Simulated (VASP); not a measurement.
# BN (P6_3mc) in VASP: a series of runs

The runs below take BN through single point, with r2SCAN.

Program: VASP 6.6.1. These are calculated values, not measurements. Logs are shortened: lines on timing, memory, paths and dates and some standing lists are left out, and cuts for length are marked.

### Step 1. The cell of the first run

Symmetry: P6_3mc, No. 186, hexagonal system. Conventional cell: a = 2.516 Å, b = 2.516 Å, c = 4.227 Å, α = 90.00°, β = 90.00°, γ = 120.00°. B (site symmetry 3m) has 4 N at 1.55 to 1.58 Å within 2.1 Å. Within 2.1 Å of N (site symmetry 3m) lie 4 B at 1.55 to 1.58 Å.

### Step 2. Single point, r2SCAN (strain -0.0150 x Voigt [1, 1, 0, 0, 0, 0])

Contents of POSCAR:

```
BN
1.0
    2.5156305077      0.0000000000      0.0000000000
   -1.2578152539      2.1785999262      0.0000000000
    0.0000000000      0.0000000000      4.2268550000
B N
2 2
Direct
    0.6666666667      0.3333333333      0.9997240000
    0.3333333333      0.6666666667      0.4997240000
    0.6666666667      0.3333333333      0.6252760000
    0.3333333333      0.6666666667      0.1252760000
```

Contents of INCAR.step1:

```
PREC = Accurate
ENCUT = 520
ISMEAR = 0
SIGMA = 0.05
LREAL = False
LASPH = True
NELM = 80
NBANDS = 16
GGA = PE
ALGO = Normal
EDIFF = 1E-4
LWAVE = True
LCHARG = False
```

Contents of INCAR.step2:

```
PREC = Accurate
ENCUT = 520
EDIFF = 1E-7
ISMEAR = 0
SIGMA = 0.05
LREAL = False
LASPH = True
NELM = 80
ALGO = Normal
ISIF = 2
LWAVE = False
LCHARG = False
METAGGA = R2SCAN
LMIXTAU = True
NBANDS = 16
ISTART = 1
```

Contents of KPOINTS:

```
Automatic mesh
0
Gamma
  12 12 6
```

Potentials or basis: VASP PAW PBE potentials, release 64 (B, N).

Started as:

```
$ cat potpaw_PBE.64/B/POTCAR potpaw_PBE.64/N/POTCAR > POTCAR
$ cp INCAR.step1 INCAR
$ mpirun -np 1 vasp_std > vasp.out
$ cp INCAR.step2 INCAR
$ mpirun -np 1 vasp_std > vasp.out
```

OUTCAR:

```text
PREC = Accurate
   ENCUT = 520
   EDIFF = 1E-7
   ISMEAR = 0
   LREAL = False
   LASPH = True
   NELM = 80
   ISIF = 2
   METAGGA = R2SCAN
   ISTART = 1

 ion  position               nearest neighbor table
   1  0.667  0.333  1.000-   4 1.55   4 1.55   4 1.55   3 1.58
   2  0.333  0.667  0.500-   3 1.55   3 1.55   3 1.55   4 1.58
   3  0.667  0.333  0.625-   2 1.55   2 1.55   2 1.55   1 1.58
   4  0.333  0.667  0.125-   1 1.55   1 1.55   1 1.55   2 1.58

  LATTYP: Found a hexagonal cell.
 ALAT       =     2.5156305077
 C/A-ratio  =     1.6802368182

  Lattice vectors:

 A1 = (   2.5156305077,   0.0000000000,   0.0000000000)
 A2 = (  -1.2578152539,   2.1785999262,   0.0000000000)
 A3 = (   0.0000000000,   0.0000000000,   4.2268550000)

Analysis of symmetry for initial positions (statically):
=====================================================================
 Subroutine PRICEL returns:
 Original cell was already a primitive cell.

 Routine SETGRP: Setting up the symmetry group for a
 hexagonal supercell.

 Subroutine GETGRP returns: Found 12 space group operations
 (whereof  6 operations were pure point group operations)
 out of a pool of 24 trial point group operations.

The static configuration has the point symmetry C_3v.
 The point group associated with its full space group is C_6v.

Analysis of symmetry for dynamics (positions and initial velocities):
=====================================================================
 Subroutine PRICEL returns:
 Original cell was already a primitive cell.

 Routine SETGRP: Setting up the symmetry group for a
 hexagonal supercell.

 Subroutine GETGRP returns: Found 12 space group operations
 (whereof  6 operations were pure point group operations)
 out of a pool of 24 trial point group operations.

The dynamic configuration has the point symmetry C_3v.
 The point group associated with its full space group is C_6v.

 Subroutine INISYM returns: Found 12 space group operations
 (whereof  6 operations are pure point group operations),
 and found     1 'primitive' translations

----------------------------------------------------------------------------------------

                                     Primitive cell

  volume of cell :      23.1655

  direct lattice vectors                    reciprocal lattice vectors
     2.515630508  0.000000000  0.000000000     0.397514658  0.229505195  0.000000000
    -1.257815254  2.178599926  0.000000000     0.000000000  0.459010389  0.000000000
     0.000000000  0.000000000  4.226855000     0.000000000  0.000000000  0.236582518

  length of vectors
     2.515630508  2.515630508  4.226855000     0.459010389  0.459010389  0.236582518

  position of ions in fractional coordinates (direct lattice)
     0.666666667  0.333333333  0.999724000
     0.333333333  0.666666667  0.499724000
     0.666666667  0.333333333  0.625276000
     0.333333333  0.666666667  0.125276000

  ion indices of the primitive-cell ions
   primitive index   ion index
                 1           1
                 2           2
                 3           3
                 4           4

----------------------------------------------------------------------------------------

 KPOINTS: Automatic mesh

Automatic generation of k-mesh.
 Grid dimensions read from file:
 generate k-points for:   12   12    6

 Generating k-lattice:

  Cartesian coordinates                     Fractional coordinates (reciprocal lattice)
     0.033126221  0.019125433  0.000000000     0.083333333  0.000000000  0.000000000
     0.000000000  0.038250866  0.000000000     0.000000000  0.083333333  0.000000000
     0.000000000  0.000000000  0.039430420     0.000000000  0.000000000  0.166666667

  Length of vectors
     0.038250866  0.038250866  0.039430420

  Shift w.r.t. Gamma in fractional coordinates (k-lattice)
     0.000000000  0.000000000  0.000000000

 Subroutine IBZKPT returns following result:
 ===========================================

 Found     76 irreducible k-points:

 Following reciprocal coordinates:
            Coordinates               Weight
  0.000000  0.000000  0.000000      1.000000
  0.083333 -0.000000  0.000000      6.000000
  0.166667  0.000000  0.000000      6.000000
  0.250000 -0.000000  0.000000      6.000000
  0.333333 -0.000000  0.000000      6.000000
  0.416667 -0.000000  0.000000      6.000000
[... 16 lines left out ...]
  0.250000 -0.000000  0.166667     12.000000
  0.333333 -0.000000  0.166667     12.000000
 [... further k-points ...]
   k-points           NKPTS =     76   k-points in BZ     NKDIM =     76   number of bands    NBANDS=     16
   number of dos      NEDOS =    301   number of ions     NIONS =      4
   total plane-waves  NPLWV =  12800
   dimension x,y,z NGX =    20 NGY =   20 NGZ =   32
   dimension x,y,z NGXF=    40 NGYF=   40 NGZF=   64
   ions per type =               2   2
   NGX,Y,Z   is equivalent  to a cutoff of  13.22, 13.22, 12.59 a.u.
   NGXF,Y,Z  is equivalent  to a cutoff of  26.43, 26.43, 25.17 a.u.
 SYSTEM =  unknown system
   PREC   = accura    normal or accurate (medium, high low for compatibility)
   ISTART =      1    job   : 0-new  1-cont  2-samecut
   ICHARG =      0    charge: 1-file 2-atom 10-const
   ISPIN  =      1    spin polarized calculation?
   LNONCOLLINEAR =      F non collinear calculations
   LSORBIT =      F    spin-orbit coupling
   LASPH  =      T    aspherical Exc in radial PAW
   ENCUT  =  520.0 eV  38.22 Ry    6.18 a.u.   4.68  4.68  7.86*2*pi/ulx,y,z
   NELM   =     80;   NELMIN=  2; NELMDL=  0     # of ELM steps
   EDIFF  = 0.1E-06   stopping-criterion for ELM
   LREAL  =      F    real-space projection
   EDIFFG = 0.1E-05   stopping-criterion for IOM
   NSW    =      0    number of steps for IOM
   IBRION =     -1    ionic relax: 0-MD 1-quasi-New 2-CG
   NFREE  =      0    steps in history (QN), initial steepest desc. (CG)
   ISIF   =      2    stress and relaxation
   ISYM   =      2    0-nonsym 1-usesym 2-fastsym
   POTIM  = 0.5000    time-step for ionic-motion
   TEBEG  =    0.0;   TEEND  =   0.0 temperature during run
   PSTRESS=    0.0 pullay stress
   NELECT =      16.0000    total number of electrons
   NUPDOWN=      -1.0000    fix difference up-down
   EMIN   =  10.00;   EMAX   =-10.00  energy-range for DOS
   EFERMI =   0.00;   METHOD = LEGACY
   ISMEAR =     0;   SIGMA  =   0.05  broadening in eV -4-tet -1-fermi 0-gaus
   EFERMI_NEDOS =   21; number of points for ismear=-14 and -15
   IALGO  =     38    algorithm
   IMIX   =      4    mixing-type and parameters
     AMIX     =   0.40;   BMIX     =  1.00
     AMIX_MAG =   1.60;   BMIX_MAG =  1.00
  volume/ion in A,a.u.               =       5.79        39.08
  Fermi-wavevector in a.u.,A,eV,Ry     =   1.447108  2.734638 28.492252  2.094121
  Thomas-Fermi vector in A             =   2.565100
   LORBIT       =      0    0 simple, 1 ext, 2 COOP (PROOUT), +10 PAW based schemes
   METAGGA = R2SCAN    functional components
   LHFCALC =     F    Hartree Fock is set to
   AEXX    =    0.0000 exact exchange contribution
   IVDW    =     0    specifies the selected vdW correction
   LEPSILON=     F    determine dielectric tensor
   LRPA    =     F    only Hartree local field effects (RPA)
 non-spin polarized calculation
 Gauss-broadening in eV      SIGMA  =   0.05
  energy-cutoff  :      520.00
  volume of cell :       23.17
 maximum number of plane-waves:       640
 NGX is ok and might be reduce to    20
   NGX =  9   NGY =  9   NGZ = 15

 number of electron      15.9999998 magnetization

 Free energy of the ion-electron system (eV)
  ---------------------------------------------------
  ext. energy  EPLUGINS =         0.00000000
  ---------------------------------------------------
  free energy    TOTEN  =       -38.24053788 eV

  energy without entropy =      -38.24053788  energy(sigma->0) =      -38.24053788

 E-fermi :   7.8948     XC(G=0): -13.7417

 val. band max:        7.6717645533   @ k =   0.0000   0.0000   0.0000
 cond. band min:      13.2946201842   @ k =   0.3333   0.3333   0.0000
 fundamental gap:      5.6228556310
 Fermi energy:         7.8948126230

 k-point     1 :       0.0000    0.0000    0.0000
  band No.  band energies     occupation
      1     -14.0547      2.00000
      2      -9.8737      2.00000
      3      -3.8872      2.00000
      4       5.5403      2.00000
      5       5.5403      2.00000
      6       7.3190      2.00000
[... 8 lines left out ...]
     15      20.5847      0.00000
     16      25.1516      0.00000

 k-point     2 :       0.0833   -0.0000    0.0000
  band No.  band energies     occupation
      1     -13.8937      2.00000
      2      -9.7480      2.00000
      3      -3.7270      2.00000
      4       4.7992      2.00000
      5       5.2366      2.00000
      6       7.0562      2.00000
[... 8 lines left out ...]
     15      21.0714      0.00000
     16      24.8770      0.00000

 k-point     3 :       0.1667    0.0000    0.0000
  band No.  band energies     occupation
      1     -13.4161      2.00000
      2      -9.3873      2.00000
      3      -3.2522      2.00000
      4       3.0151      2.00000
      5       4.5240      2.00000
      6       5.5271      2.00000
[... 8 lines left out ...]
     15      22.3384      0.00000
     16      24.1100      0.00000

 k-point     4 :       0.2500   -0.0000    0.0000
  band No.  band energies     occupation
      1     -12.6409      2.00000
      2      -8.8556      2.00000
      3      -2.4858      2.00000
      4       0.8967      2.00000
      5       3.6150      2.00000
      6       3.7258      2.00000
[... 8 lines left out ...]
     15      23.9778      0.00000
     16      24.4457      0.00000
[... 324 lines left out ...]
 k-point    22 :       0.1667    0.0000    0.1667
  band No.  band energies     occupation
      1     -13.2488      2.00000
      2      -9.9007      2.00000
      3      -2.4574      2.00000
      4       3.1608      2.00000
      5       4.6576      2.00000
      6       5.0876      2.00000
[... 8 lines left out ...]
     15      22.0074      0.00000
     16      24.1184      0.00000

 k-point    23 :       0.2500   -0.0000    0.1667
  band No.  band energies     occupation
      1     -12.4789      2.00000
      2      -9.3137      2.00000
      3      -1.8302      2.00000
      4       1.1125      2.00000
      5       3.1902      2.00000
      6       3.8673      2.00000
[... 8 lines left out ...]
     15      23.6175      0.00000
     16      24.5004      0.00000

 k-point    24 :       0.3333   -0.0000    0.1667
  band No.  band energies     occupation
      1     -11.4630      2.00000
      2      -8.6748      2.00000
      3      -1.6182      2.00000
      4      -0.1642      2.00000
      5       1.2703      2.00000
      6       3.2006      2.00000
[... 8 lines left out ...]
     15      25.1395      0.00000
     16      25.4061      0.00000

 [... further k-points ...]

------------------------ aborting loop because EDIFF is reached ----------------------------------------

  FORCE on cell =-STRESS in cart. coord.  units (eV):
  Direction    XX          YY          ZZ          XY          YZ          ZX
  --------------------------------------------------------------------------------------
  -------------------------------------------------------------------------------------
  Total        2.0164428      2.0164428     -0.3496147     -0.0000000      0.0000000     -0.0000000
  in kB      139.4616488    139.4616488    -24.1801267     -0.0000000      0.0000000     -0.0000000
  external PRESSURE =      84.9143903 kB  Pullay stress =       0.0000000 kB

 VOLUME and BASIS-vectors are now :
 -----------------------------------------------------------------------------
  energy-cutoff  :      520.00
  volume of cell :       23.17
      direct lattice vectors                 reciprocal lattice vectors
     2.515630508  0.000000000  0.000000000     0.397514658  0.229505195  0.000000000
    -1.257815254  2.178599926  0.000000000     0.000000000  0.459010389  0.000000000
     0.000000000  0.000000000  4.226855000     0.000000000  0.000000000  0.236582518

 POSITION                                       TOTAL-FORCE (eV/Angst)
 -----------------------------------------------------------------------------------
      1.25782      0.72620      4.22569        -0.000000     -0.000000     -0.005399
     -0.00000      1.45240      2.11226         0.000000      0.000000     -0.005399
      1.25782      0.72620      2.64295        -0.000000      0.000000      0.005399
     -0.00000      1.45240      0.52952         0.000000     -0.000000      0.005399
 -----------------------------------------------------------------------------------
    total drift:                               -0.000000     -0.000000      0.002016

  FREE ENERGIE OF THE ION-ELECTRON SYSTEM (eV)
  ---------------------------------------------------
  free  energy   TOTEN  =       -38.2405378843 eV

  energy  without entropy=      -38.2405378843  energy(sigma->0) =      -38.24053788
```

Run time: 3.3 min. Hardware: 1 thread of AMD EPYC 7R13, shared host; peak memory 0.12 GiB.

What came out:

- Free energy: -38.2405 eV
- Pressure: 8.5 GPa
- Largest force: 0.005 eV/Å
- Band gap on the k mesh: 5.62 eV, indirect (least direct gap 8.88 eV)

Forces in eV/Å, atoms in the order of the input:
```
B    0.000  0.000 -0.005
B    0.000  0.000 -0.005
N    0.000  0.000  0.005
N    0.000  0.000  0.005
```

Caveat: the cell differs from its parent crystal (strain -0.0150 x Voigt [1, 1, 0, 0, 0, 0]); the PAW data sets were made with another functional, which shifts forces and pressure a little. A k mesh can miss the band edges.

### Step 3. Single point, r2SCAN (strain +0.0050 x Voigt [1, 1, 0, 0, 0, 0])

Edit POSCAR of step 2 so:

```diff
@@ -2,4 +2,4 @@
 1.0
-    2.5156305077      0.0000000000      0.0000000000
-   -1.2578152539      2.1785999262      0.0000000000
+    2.5667092997      0.0000000000      0.0000000000
+   -1.2833546499      2.2228354577      0.0000000000
     0.0000000000      0.0000000000      4.2268550000
```

Contents of INCAR.step1:

```
SYSTEM = BN
ALGO = Normal ; EDIFF = 1E-4
ENCUT = 520 ; GGA = PE
ISMEAR = 0 ; LASPH = .True.
LCHARG = .False. ; LREAL = .False.
LWAVE = .True. ; NBANDS = 16
NELM = 100 ; PREC = Accurate
SIGMA = 0.05
```

Contents of INCAR.step2:

```
SYSTEM = BN
ALGO = Normal ; EDIFF = 1E-6
ENCUT = 520 ; ISIF = 2
ISMEAR = 0 ; ISTART = 1
LASPH = .True. ; LCHARG = .False.
LMIXTAU = .True. ; LREAL = .False.
LWAVE = .False. ; METAGGA = R2SCAN
NBANDS = 16 ; NELM = 100
PREC = Accurate ; SIGMA = 0.05
```

Contents of KPOINTS:

```
k-points
0
Gamma
  12 12 6
  0 0 0
```

Potentials or basis: VASP PAW PBE potentials, release 64 (B, N).

Started as:

```
$ cat potpaw_PBE.64/B/POTCAR potpaw_PBE.64/N/POTCAR > POTCAR
$ cp INCAR.step1 INCAR
$ mpirun -np 1 vasp_std > vasp.out
$ cp INCAR.step2 INCAR
$ mpirun -np 1 vasp_std > vasp.out
```

OUTCAR:

```text
SYSTEM = BN
   EDIFF = 1E-6
   ENCUT = 520
   ISIF = 2
   ISMEAR = 0
   ISTART = 1
   LASPH = .True.
   LREAL = .False.
   METAGGA = R2SCAN
   NELM = 100
   PREC = Accurate

 ion  position               nearest neighbor table
   1  0.667  0.333  1.000-   4 1.57   4 1.57   4 1.57   3 1.58
   2  0.333  0.667  0.500-   3 1.57   3 1.57   3 1.57   4 1.58
   3  0.667  0.333  0.625-   2 1.57   2 1.57   2 1.57   1 1.58
   4  0.333  0.667  0.125-   1 1.57   1 1.57   1 1.57   2 1.58

  LATTYP: Found a hexagonal cell.
 ALAT       =     2.5667092997
[... 657 lines left out ...]
  Direction    XX          YY          ZZ          XY          YZ          ZX
  --------------------------------------------------------------------------------------
  -------------------------------------------------------------------------------------
  Total       -1.3107081     -1.3107081     -0.6993911      0.0000000      0.0000000     -0.0000000
  in kB      -87.0793576    -87.0793576    -46.4653640      0.0000000      0.0000000     -0.0000000
  external PRESSURE =     -73.5413597 kB  Pullay stress =       0.0000000 kB

 VOLUME and BASIS-vectors are now :
 -----------------------------------------------------------------------------
  energy-cutoff  :      520.00
  volume of cell :       24.12
      direct lattice vectors                 reciprocal lattice vectors
     2.566709300  0.000000000  0.000000000     0.389603918  0.224937927  0.000000000
    -1.283354650  2.222835458  0.000000000     0.000000000  0.449875854  0.000000000
     0.000000000  0.000000000  4.226855000     0.000000000  0.000000000  0.236582518

 POSITION                                       TOTAL-FORCE (eV/Angst)
 -----------------------------------------------------------------------------------
      1.28335      0.74095      4.22569        -0.000000      0.000000      0.024262
     -0.00000      1.48189      2.11226        -0.000000      0.000000      0.024262
      1.28335      0.74095      2.64295         0.000000     -0.000000     -0.024262
     -0.00000      1.48189      0.52952        -0.000000      0.000000     -0.024262
 -----------------------------------------------------------------------------------
    total drift:                                0.000000      0.000000      0.002324

  FREE ENERGIE OF THE ION-ELECTRON SYSTEM (eV)
  ---------------------------------------------------
  free  energy   TOTEN  =       -38.2559819297 eV

  energy  without entropy=      -38.2559819297  energy(sigma->0) =      -38.25598193
```

OUTCAR.step1:

```text
SYSTEM = BN
   EDIFF = 1E-4
   ENCUT = 520
   GGA = PE
   ISMEAR = 0
   LASPH = .True.
   LREAL = .False.
   NELM = 100
[... 686 lines left out ...]
     -0.00000      1.48189      2.11226         0.000000      0.000000      0.023643
      1.28335      0.74095      2.64295         0.000000     -0.000000     -0.023643
     -0.00000      1.48189      0.52952        -0.000000      0.000000     -0.023643
 -----------------------------------------------------------------------------------
    total drift:                                0.000000      0.000000      0.000349

  FREE ENERGIE OF THE ION-ELECTRON SYSTEM (eV)
  ---------------------------------------------------
  free  energy   TOTEN  =       -34.8298679064 eV

  energy  without entropy=      -34.8298679064  energy(sigma->0) =      -34.82986791
```

Run time: 3 min. Hardware: 1 thread of AMD EPYC 7R13, shared host; peak memory 0.12 GiB.

What came out:

* Free energy: -38.2560 eV
* Pressure: -7.4 GPa
* Largest force: 0.024 eV/Å
* Band gap on the k mesh: 5.75 eV, indirect (least direct gap 8.84 eV)

Forces in eV/Å, atoms in the order of the input:
```
B    0.000  0.000  0.024
B    0.000  0.000  0.024
N    0.000  0.000 -0.024
N    0.000  0.000 -0.024
```

Stress tensor (GPa, compression positive):
```
-8.71  0.00  0.00
 0.00 -8.71  0.00
 0.00  0.00 -4.65
```

Levels at points of the mesh, in eV from the valence-band top:
```csv
k point,band 4,band 5,band 6,band 7,band 8,band 9,band 10,band 11,band 12,band 13
"(0.00, 0.00, 0.00)",-2.20,-2.20,-0.26,0.00,0.00,8.94,8.94,9.32,9.84,11.14
"(0.50, 0.00, 0.00)",-7.99,-7.09,-5.10,-4.44,-2.13,7.16,8.55,11.21,11.97,13.73
"(0.00, 0.00, 0.50)",-5.84,-1.21,-1.21,-1.21,-1.21,9.96,9.96,10.53,10.53,10.53
"(0.50, 0.00, 0.50)",-10.24,-3.84,-3.84,-3.64,-3.64,7.12,7.12,10.59,10.59,15.08
```

Caveat: the cell differs from its parent crystal (strain +0.0050 x Voigt [1, 1, 0, 0, 0, 0]); the PAW data sets were made with another functional, which shifts forces and pressure a little.

[end of part 1 of 2]
